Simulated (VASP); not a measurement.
Here is a VASP 6.6.1 calculation.

File INCAR:

```
PREC = Accurate
ENCUT = 520
EDIFF = 1E-6
ISMEAR = 0
SIGMA = 0.1
LREAL = False
LASPH = True
NELM = 60
ALGO = Normal
ISIF = 2
LWAVE = False
LCHARG = False
GGA = PE
NBANDS = 23
```

The input KPOINTS:

```
regular mesh
0
Gamma
  6 6 2
```

File POSCAR:

```
Ta2SiC
1.0
    2.7204731774      0.0000000000      0.0000000000
    0.0000000000      2.7204731774      0.0000000000
    0.0000000000      0.0000000000      9.4801768444
Ta Si C
2 1 1
Direct
    0.0000000000      0.0000000000      0.7842788566
    0.0000000000      0.0000000000      0.2157211434
    0.0000000000      0.0000000000      0.5000000000
    0.0000000000      0.0000000000      0.0000000000
```

Potentials or basis: VASP PAW PBE potentials, release 64 (Ta_pv, Si, C).

Run with:

```console
$ cat potpaw_PBE.64/Ta_pv/POTCAR potpaw_PBE.64/Si/POTCAR potpaw_PBE.64/C/POTCAR > POTCAR
$ mpirun -np 1 vasp_std > vasp.out
```

Task: What does it give for the pressure?

Result: 0.2 GPa.

Task: What does it give for the largest force?

Result: 0.021 eV/Å.

Task: Predict the band gap on the k mesh.

Result: Zero (bands 15 and 16 overlap by 2.00 eV).

Forces on the atoms (eV/Å):
```
Ta   0.000  0.000 -0.021
Ta   0.000  0.000  0.021
Si   0.000  0.000  0.000
C    0.000  0.000  0.000
```

Caveat: the k points lie up to 0.38 Å⁻¹ apart, too coarse for converged energies and pressures of a metal; spin-orbit coupling is left out, which moves the levels of the heavy elements.
